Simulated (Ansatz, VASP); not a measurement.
# ZnSe: VASP beside Ansatz

```xyz
4
Lattice="4.0538 0.0000 0.0000 0.0000 5.7329 0.0000 0.0000 0.0000 4.0538" Properties=species:S:1:pos:R:3 pbc="T T T"
Zn    0.0000    0.0000    0.0000
Zn    2.0269    2.8665    2.0269
Se    2.0269    1.4332    0.0000
Se    0.0000    4.2997    2.0269
```

Alike in both runs: task single point; functional PBE; k mesh 8 × 6 × 8; occupations gaussian, width 0.02 eV; no spin polarisation.

|  | VASP | Ansatz |
| --- | --- | --- |
| version | VASP 6.6.1 | Ansatz 0.2.0 |
| potentials or method | VASP PAW PBE potentials, release 64 (Zn, Se), cutoff 500 eV | scalar-relativistic, plane waves, PAW |
| valence electrons in the cell | 36 | 56 |

|  | VASP | Ansatz | Ansatz less VASP |
| --- | --- | --- | --- |
| gap on the k mesh at the Fermi level (eV) | 1.15 | 1.15 | -0.004 |
| least direct gap on the mesh (eV) | 1.15 | 1.15 | -0.004 |
| pressure (GPa) | 0.2 | 0.0 | -0.19 |

With one functional, cell and mesh, what is left measures potentials, basis and numerics. VASP's potentials hold 36 valence electrons a cell and Ansatz's 56, so a difference there can come from the potentials and not from the codes.
